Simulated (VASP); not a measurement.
Set up this calculation in VASP 6.6.1, as the native input.

* Task: relaxation of cell and atoms
* Functional: PBE
* Dispersion: D3(BJ)
* Potentials or basis: VASP PAW PBE potentials, release 64 (S)
* Cutoff: 500 eV
* k mesh: 9 × 9 × 9
* Occupations: gaussian, width 0.02 eV
* Spin: no spin polarisation
* Dipole correction: no
* Further INCAR settings: ALGO = Normal; EDIFF = 1e-07; IBRION = 2; EDIFFG = -0.02; NSW = 90; ISIF = 3

The structure of S lies in POSCAR:

```
S
1.0
    7.8483716206      0.0000000000      0.0000000000
   -3.9241858103      6.7968892018      0.0000000000
    0.0000000000      0.0000000000      4.3718472700
S
9
Direct
    0.1074698100      0.1074698100      0.5000000000
    0.4497097800      0.6897898700      0.7335943500
    0.6897898700      0.4497097800      0.2664056500
    0.8925301900      0.0000000000      0.1666666700
    0.2400800900      0.5502902200      0.0669276800
    0.3102101300      0.7599199100      0.4002610200
    0.5502902200      0.2400800900      0.9330723200
    0.7599199100      0.3102101300      0.5997389800
    0.0000000000      0.8925301900      0.8333333300
```

These files were run (other wordings do the same):

INCAR

```
SYSTEM = S
ALGO     = Normal         ! electronic algorithm
EDIFF    = 1E-7           ! SCF threshold, eV
EDIFFG   = -0.02          ! ionic threshold
ENCUT    = 500            ! plane-wave cutoff, eV
GGA      = PE             ! functional
GGA_COMPAT= .FALSE.      
IBRION   = 2              ! ionic algorithm
ISIF     = 3              ! what is computed and relaxed
ISMEAR   = 0              ! smearing method
IVDW     = 12             ! dispersion correction
KPAR     = 4            
LASPH    = .TRUE.         ! aspherical terms in the spheres
LCHARG   = .FALSE.        ! write CHGCAR
LREAL    = .FALSE.        ! projectors in reciprocal space
LWAVE    = .FALSE.        ! write WAVECAR
NELM     = 120            ! most SCF steps
NELMIN   = 4            
NSW      = 90             ! ionic steps
PREC     = Accurate       ! precision mode
SIGMA    = 0.02           ! smearing width, eV
```

KPOINTS

```
k-points
0
G
  9 9 9
  0 0 0
```

Potentials or basis: VASP PAW PBE potentials, release 64 (S).

The run is started by

```bash
$ cat potpaw_PBE.64/S/POTCAR > POTCAR
$ mpirun -np 4 vasp_std > vasp.out
```

Results of the run:

```json
{
 "Relaxed volume": "23.20 Å³/atom",
 "Relaxed cell": "a = 7.432 Å, b = 7.432 Å, c = 4.365 Å, α = 90.00°, β = 90.00°, γ = 120.00°",
 "Space group after relaxing (to 0.1 Å)": "P3_221 (No. 154)",
 "Energy gained by relaxing": "9.1 meV/atom",
 "Ionic steps": "11",
 "Pressure after relaxing": "0.1 GPa",
 "Largest force after relaxing": "0.019 eV/Å",
 "Band gap on the k mesh": "1.95 eV (least direct gap 2.09 eV)",
 "Dispersion energy per atom": "-0.254 eV"
}
```

Run time: 30 min on 4 MPI ranks on AMD EPYC 7R43 64-Core Processor (Zen 3), on a shared host, peak memory 0.6 GiB a rank.
